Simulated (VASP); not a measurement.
# CdB15N15 (a cell with a defect) in VASP: a series of runs

CdB15N15 (a cell with a defect) is run at these levels: PBE; tasks: single point.

Program: VASP 6.6.1. These are calculated values, not measurements. Logs are shortened: lines on timing, memory, paths and dates and some standing lists are left out, and cuts for length are marked.

## Step 1: The cell of the first run

The cell holds a defect, 31 atoms: a = 6.277 Å, b = 6.277 Å, c = 6.277 Å, α = 109.47°, β = 109.47°, γ = 109.47°.

## Step 2: Single point, PBE

INCAR reads:

```
SYSTEM = CdB15N15
PREC     = Accurate       ! precision mode
ENCUT    = 520            ! plane-wave cutoff, eV
EDIFF    = 1E-6           ! SCF threshold, eV
ISMEAR   = -1             ! smearing method
SIGMA    = 0.01           ! smearing width, eV
LREAL    = Auto         
LASPH    = .True.         ! aspherical terms in the spheres
NELM     = 120            ! most SCF steps
ALGO     = Normal         ! electronic algorithm
ISIF     = 2              ! what is computed and relaxed
LWAVE    = .False.        ! write WAVECAR
LCHARG   = .False.        ! write CHGCAR
GGA      = PE             ! functional
NBANDS   = 87             ! bands
GGA_COMPAT= .False.
```

KPOINTS reads:

```
Automatic mesh
0
Gamma
  1 1 1
  0 0 0
```

POSCAR reads:

```
CdB15N15
1.0
   -3.6241103844      3.6241103844     -3.6241103844
    3.6241103844      3.6241103844      3.6241103844
    3.6241103844     -3.6241103844     -3.6241103844
B Cd N
15 1 15
Direct
   -0.0004032903     -0.0006441821     -0.0242973609
    0.0068290873      0.2552020712      0.7600240804
    0.0068277573      0.5079943121      0.5072316824
   -0.0004032781      0.7236804754      0.2513885359
    0.2554432945      0.0065870215      0.7600219330
    0.2554417225      0.5079870298      0.2586170338
    0.2503348236      0.7506836158      0.0027150947
    0.5082344054      0.0065863613      0.5072307508
    0.5082323309      0.2551964338      0.2586182598
    0.4992251657      0.4989805390      0.0040499221
    0.4992256361      0.7520205994      0.7510134738
    0.7239314881     -0.0006416519      0.2513920443
    0.7509238802      0.2500892666      0.0027129772
    0.7522667951      0.4989839867      0.7510167369
    0.7509233707      0.7506795650      0.5021197864
    0.1345480233      0.1342929516      0.3863155228
   -0.0005533035      0.2531441464      0.0047730687
    0.0075148323      0.5047673493      0.7567980582
   -0.0005532513      0.7527439313      0.5051749777
    0.2533882819     -0.0007949251      0.0047749396
    0.2523983661      0.2521575329      0.7823174006
    0.2523986250      0.5302913123      0.5041902144
    0.2533867916      0.7527424024      0.2512358428
    0.5050083357      0.0072670426      0.7567965491
    0.5305429467      0.2521596480      0.5041926789
    0.5050072209      0.5047629271      0.2592969065
    0.5022173809      0.7516648440      0.0036966953
    0.7529844979     -0.0007978342      0.5051722707
    0.7529869832      0.2531406417      0.2512346713
    0.7519061003      0.5019694269      0.0036941306
    0.7519026014      0.7516598911      0.7539982886
```

Potentials or basis: VASP PAW PBE potentials, release 64 (B, Cd, N).

Started as:

```bash
$ cat potpaw_PBE.64/B/POTCAR potpaw_PBE.64/Cd/POTCAR potpaw_PBE.64/N/POTCAR > POTCAR
$ mpirun -np 1 vasp_gam > vasp.out
```

OUTCAR:

```text
SYSTEM = CdB15N15
   PREC = Accurate
   ENCUT = 520
   EDIFF = 1E-6
   ISMEAR = -1
   LREAL = Auto
   LASPH = .True.
   NELM = 120
   ISIF = 2
   GGA = PE

 ion  position               nearest neighbor table
   1  1.000  0.999  0.976-  31 1.51  17 1.54  20 1.54  16 2.17
   2  0.007  0.255  0.760-  21 1.51  17 1.56  18 1.57  28 1.60  16 2.68
   3  0.007  0.508  0.507-  22 1.51  19 1.56  18 1.57  29 1.60  16 2.68
   4  1.000  0.724  0.251-  30 1.51  19 1.54  23 1.54  16 2.17
   5  0.255  0.007  0.760-  21 1.51  20 1.56  24 1.57  19 1.60  16 2.68
   6  0.255  0.508  0.259-  22 1.51  23 1.56  26 1.57  17 1.60  16 2.68
   7  0.250  0.751  0.003-  18 1.54  20 1.55  23 1.55  27 1.58
   8  0.508  0.007  0.507-  25 1.51  28 1.56  24 1.57  23 1.60  16 2.68
   9  0.508  0.255  0.259-  25 1.51  29 1.56  26 1.57  20 1.60  16 2.68
  10  0.499  0.499  0.004-  21 1.50  26 1.58  30 1.58  27 1.58
  11  0.499  0.752  0.751-  22 1.50  24 1.58  31 1.58  27 1.58
  12  0.724  0.999  0.251-  27 1.51  28 1.54  29 1.54  16 2.17
  13  0.751  0.250  0.003-  24 1.54  29 1.55  17 1.55  30 1.58
  14  0.752  0.499  0.751-  25 1.50  18 1.58  30 1.58  31 1.58
  15  0.751  0.751  0.502-  26 1.54  19 1.55  28 1.55  31 1.58
  16  0.135  0.134  0.386-  25 2.11  22 2.11  21 2.11   1 2.17   4 2.17  12 2.17   9 2.68   6 2.68
                             8 2.68   5 2.68   3 2.68   2 2.68  20 2.70  23 2.70  17 2.70  19 2.70
  17  0.999  0.253  0.005-   1 1.54  13 1.55   2 1.56   6 1.60  16 2.70
  18  0.008  0.505  0.757-   7 1.54   2 1.57   3 1.57  14 1.58
  19  0.999  0.753  0.505-   4 1.54  15 1.55   3 1.56   5 1.60  16 2.70
  20  0.253  0.999  0.005-   1 1.54   7 1.55   5 1.56   9 1.60  16 2.70
  21  0.252  0.252  0.782-  10 1.50   2 1.51   5 1.51  16 2.11
  22  0.252  0.530  0.504-  11 1.50   3 1.51   6 1.51  16 2.11
  23  0.253  0.753  0.251-   4 1.54   7 1.55   6 1.56   8 1.60  16 2.70
  24  0.505  0.007  0.757-  13 1.54   5 1.57   8 1.57  11 1.58
  25  0.531  0.252  0.504-  14 1.50   8 1.51   9 1.51  16 2.11
  26  0.505  0.505  0.259-  15 1.54   6 1.57   9 1.57  10 1.58
  27  0.502  0.752  0.004-  12 1.51   7 1.58  11 1.58  10 1.58
  28  0.753  0.999  0.505-  12 1.54  15 1.55   8 1.56   2 1.60  16 2.70
  29  0.753  0.253  0.251-  12 1.54  13 1.55   9 1.56   3 1.60  16 2.70
  30  0.752  0.502  0.004-   4 1.51  13 1.58  14 1.58  10 1.58
  31  0.752  0.752  0.754-   1 1.51  15 1.58  11 1.58  14 1.58

  LATTYP: Found a body centered cubic cell.
 ALAT       =     7.2482207688

  Lattice vectors:

 A1 = (  -3.6241103844,   3.6241103844,  -3.6241103844)
 A2 = (   3.6241103844,   3.6241103844,   3.6241103844)
 A3 = (   3.6241103844,  -3.6241103844,  -3.6241103844)

Analysis of symmetry for initial positions (statically):
=====================================================================
 Subroutine PRICEL returns:
 Original cell was already a primitive cell.

 Routine SETGRP: Setting up the symmetry group for a
 body centered cubic supercell.

 Subroutine GETGRP returns: Found  1 space group operations
 (whereof  1 operations were pure point group operations)
 out of a pool of 48 trial point group operations.

The static configuration has the point symmetry C_1 .

Analysis of symmetry for dynamics (positions and initial velocities):
=====================================================================
 Subroutine PRICEL returns:
 Original cell was already a primitive cell.

 Routine SETGRP: Setting up the symmetry group for a
 body centered cubic supercell.

 Subroutine GETGRP returns: Found  1 space group operations
 (whereof  1 operations were pure point group operations)
 out of a pool of 48 trial point group operations.

The dynamic configuration has the point symmetry C_1 .

 Subroutine INISYM returns: Found  1 space group operations
 (whereof  1 operations are pure point group operations),
 and found     1 'primitive' translations

----------------------------------------------------------------------------------------

                                     Primitive cell

  volume of cell :     190.3988

  direct lattice vectors                    reciprocal lattice vectors
    -3.624110384  3.624110384 -3.624110384     0.000000000  0.137964893 -0.137964893
     3.624110384  3.624110384  3.624110384     0.137964893  0.137964893  0.000000000
     3.624110384 -3.624110384 -3.624110384     0.137964893  0.000000000 -0.137964893

  length of vectors
     6.277143318  6.277143318  6.277143318     0.195111822  0.195111822  0.195111822

  position of ions in fractional coordinates (direct lattice)
     0.999596710  0.999355818  0.975702639
     0.006829087  0.255202071  0.760024080
     0.006827757  0.507994312  0.507231682
     0.999596722  0.723680475  0.251388536
     0.255443294  0.006587022  0.760021933
     0.255441723  0.507987030  0.258617034
[... 23 lines left out ...]
     0.751906100  0.501969427  0.003694131
     0.751902601  0.751659891  0.753998289

  ion indices of the primitive-cell ions
   primitive index   ion index
                 1           1
                 2           2
                 3           3
                 4           4
                 5           5
                 6           6
[... 23 lines left out ...]
                30          30
                31          31

----------------------------------------------------------------------------------------

 KPOINTS: Automatic mesh

Automatic generation of k-mesh.
 Grid dimensions read from file:
 generate k-points for:    1    1    1

 Generating k-lattice:

  Cartesian coordinates                     Fractional coordinates (reciprocal lattice)
     0.000000000  0.137964893 -0.137964893     1.000000000  0.000000000  0.000000000
     0.137964893  0.137964893  0.000000000     0.000000000  1.000000000  0.000000000
     0.137964893  0.000000000 -0.137964893     0.000000000  0.000000000  1.000000000

  Length of vectors
     0.195111822  0.195111822  0.195111822

  Shift w.r.t. Gamma in fractional coordinates (k-lattice)
     0.000000000  0.000000000  0.000000000

 Subroutine IBZKPT returns following result:
 ===========================================

 Found      1 irreducible k-points:

 Following reciprocal coordinates:
            Coordinates               Weight
  0.000000  0.000000  0.000000      1.000000
   k-points           NKPTS =      1   k-points in BZ     NKDIM =      1   number of bands    NBANDS=     87
   number of dos      NEDOS =    301   number of ions     NIONS =     31
   total plane-waves  NPLWV = 110592
   dimension x,y,z NGX =    48 NGY =   48 NGZ =   48
   dimension x,y,z NGXF=    96 NGYF=   96 NGZF=   96
   ions per type =              15   1  15
   NGX,Y,Z   is equivalent  to a cutoff of  12.71, 12.71, 12.71 a.u.
   NGXF,Y,Z  is equivalent  to a cutoff of  25.42, 25.42, 25.42 a.u.
 SYSTEM =  CdB15N15
   PREC   = accura    normal or accurate (medium, high low for compatibility)
   ISTART =      0    job   : 0-new  1-cont  2-samecut
   ICHARG =      2    charge: 1-file 2-atom 10-const
   ISPIN  =      1    spin polarized calculation?
   LNONCOLLINEAR =      F non collinear calculations
   LSORBIT =      F    spin-orbit coupling
   LASPH  =      T    aspherical Exc in radial PAW
   ENCUT  =  520.0 eV  38.22 Ry    6.18 a.u.  11.67 11.67 11.67*2*pi/ulx,y,z
   NELM   =    120;   NELMIN=  2; NELMDL= -5     # of ELM steps
   EDIFF  = 0.1E-05   stopping-criterion for ELM
   LREAL  =      T    real-space projection
   EDIFFG = 0.1E-04   stopping-criterion for IOM
   NSW    =      0    number of steps for IOM
   IBRION =     -1    ionic relax: 0-MD 1-quasi-New 2-CG
   NFREE  =      0    steps in history (QN), initial steepest desc. (CG)
   ISIF   =      2    stress and relaxation
   ISYM   =      2    0-nonsym 1-usesym 2-fastsym
   POTIM  = 0.5000    time-step for ionic-motion
   TEBEG  =    0.0;   TEEND  =   0.0 temperature during run
   PSTRESS=    0.0 pullay stress
   NELECT =     132.0000    total number of electrons
   NUPDOWN=      -1.0000    fix difference up-down
   EMIN   =  10.00;   EMAX   =-10.00  energy-range for DOS
   EFERMI =   0.00;   METHOD = LEGACY
   ISMEAR =    -1;   SIGMA  =   0.01  broadening in eV -4-tet -1-fermi 0-gaus
   EFERMI_NEDOS =   21; number of points for ismear=-14 and -15
   IALGO  =     38    algorithm
   IMIX   =      4    mixing-type and parameters
     AMIX     =   0.40;   BMIX     =  1.00
     AMIX_MAG =   1.60;   BMIX_MAG =  1.00
  volume/ion in A,a.u.               =       6.14        41.45
  Fermi-wavevector in a.u.,A,eV,Ry     =   1.448921  2.738064 28.563694  2.099372
  Thomas-Fermi vector in A             =   2.566707
   LORBIT       =      0    0 simple, 1 ext, 2 COOP (PROOUT), +10 PAW based schemes
   GGA     = PE    functional components
   LHFCALC =     F    Hartree Fock is set to
   AEXX    =    0.0000 exact exchange contribution
   IVDW    =     0    specifies the selected vdW correction
   LEPSILON=     F    determine dielectric tensor
   LRPA    =     F    only Hartree local field effects (RPA)
 non-spin polarized calculation
  energy-cutoff  :      520.00
  volume of cell :      190.40
 maximum number of plane-waves:      2545
 NGX is ok and might be reduce to    48
   NGX = 23   NGY = 23   NGZ = 23

 number of electron     132.0000003 magnetization

 Free energy of the ion-electron system (eV)
  ---------------------------------------------------
  ext. energy  EPLUGINS =         0.00000000
  ---------------------------------------------------
  free energy    TOTEN  =      -253.24256819 eV

  energy without entropy =     -253.24256819  energy(sigma->0) =     -253.24256819

 E-fermi :   7.6468     XC(G=0): -12.8817

 val. band max:        7.4004667443   @ k =   0.0000   0.0000   0.0000
 cond. band min:      11.9908767305   @ k =   0.0000   0.0000   0.0000
 fundamental gap:      4.5904099862
 Fermi energy:         7.6467816762

 k-point     1 :       0.0000    0.0000    0.0000
  band No.  band energies     occupation
      1     -12.9366      2.00000
      2      -9.7282      2.00000
      3      -9.7282      2.00000
      4      -9.6898      2.00000
      5      -9.6802      2.00000
      6      -9.6801      2.00000
[... 70 lines left out ...]
     77      16.3725      0.00000
     78      16.3726      0.00000
 [bands above 78 left out]

------------------------ aborting loop because EDIFF is reached ----------------------------------------

  FORCE on cell =-STRESS in cart. coord.  units (eV):
  Direction    XX          YY          ZZ          XY          YZ          ZX
  --------------------------------------------------------------------------------------
  -------------------------------------------------------------------------------------
  Total       21.8712240     21.8749683     21.8711139     -6.5209719      6.5211707      6.5292318
  in kB      184.0430524    184.0745601    184.0421266    -54.8729956     54.8746681     54.9425012
  external PRESSURE =     184.0532464 kB  Pullay stress =       0.0000000 kB

 VOLUME and BASIS-vectors are now :
 -----------------------------------------------------------------------------
  energy-cutoff  :      520.00
  volume of cell :      190.40
      direct lattice vectors                 reciprocal lattice vectors
    -3.624110384  3.624110384 -3.624110384     0.000000000  0.137964893 -0.137964893
     3.624110384  3.624110384  3.624110384     0.137964893  0.137964893  0.000000000
     3.624110384 -3.624110384 -3.624110384     0.137964893  0.000000000 -0.137964893

 POSITION                                       TOTAL-FORCE (eV/Angst)
 -----------------------------------------------------------------------------------
      3.53518      3.70837     -3.53693        -0.223142      0.239406      0.222804
      3.65454     -1.80478     -1.85428        -0.245106      0.213961      0.065670
      3.65455      0.02751     -0.02198        -0.244708     -0.065395     -0.212904
     -0.08889      5.33429     -1.91101        -0.222473     -0.222528     -0.240091
      1.85252     -1.80478     -3.65629        -0.065199      0.213856      0.244527
      1.85251      1.82949     -0.02200        -0.063970     -0.244111     -0.212947
[... 23 lines left out ...]
     -0.89241      4.53080     -0.91919         0.154779      0.154537     -0.065456
      2.73169      2.71650     -2.73345         0.154715      0.065979     -0.155061
 -----------------------------------------------------------------------------------
    total drift:                               -0.004525      0.000756      0.005668

  FREE ENERGIE OF THE ION-ELECTRON SYSTEM (eV)
  ---------------------------------------------------
  free  energy   TOTEN  =      -253.2425681876 eV

  energy  without entropy=     -253.2425681876  energy(sigma->0) =     -253.24256819
```

Wall time 86 s (1 thread of Intel Xeon 8259CL, shared host); peak memory 0.31 GiB.

Results:

```yaml
Free_energy: -253.2426 eV
Pressure: 18.4 GPa
Largest_force: 0.668 eV/Å
Band_gap_on_the_k_mesh: 4.59 eV
```

Forces in eV/Å, atoms in the order of the input:
```
B   -0.223  0.239  0.223
B   -0.245  0.214  0.066
B   -0.245 -0.065 -0.213
B   -0.222 -0.223 -0.240
B   -0.065  0.214  0.245
B   -0.064 -0.244 -0.213
B   -0.134  0.073 -0.075
B    0.212 -0.065  0.244
B    0.213 -0.243  0.064
B   -0.064  0.081  0.064
B   -0.064 -0.063 -0.079
B    0.239 -0.223  0.223
B    0.074  0.073  0.133
B    0.079 -0.063  0.063
B    0.073 -0.133 -0.072
Cd   0.067  0.063 -0.066
N    0.020 -0.315 -0.588
N   -0.237 -0.050  0.050
N    0.020  0.587  0.314
N    0.588 -0.315 -0.020
N   -0.070 -0.119  0.069
N   -0.070 -0.070  0.120
N    0.588  0.020  0.315
N   -0.050 -0.049  0.237
N   -0.120 -0.070  0.070
N   -0.050 -0.238  0.050
N    0.065  0.154 -0.155
N   -0.314  0.588 -0.021
N   -0.314  0.021 -0.588
N    0.155  0.155 -0.065
N    0.155  0.066 -0.155
```

Stress tensor (GPa, compression positive):
```
18.40 -5.49  5.49
-5.49 18.41  5.49
 5.49  5.49 18.40
```

Caveat: the k points lie up to 1.23 Å⁻¹ apart.

(Part 1 of 3 ends here.)
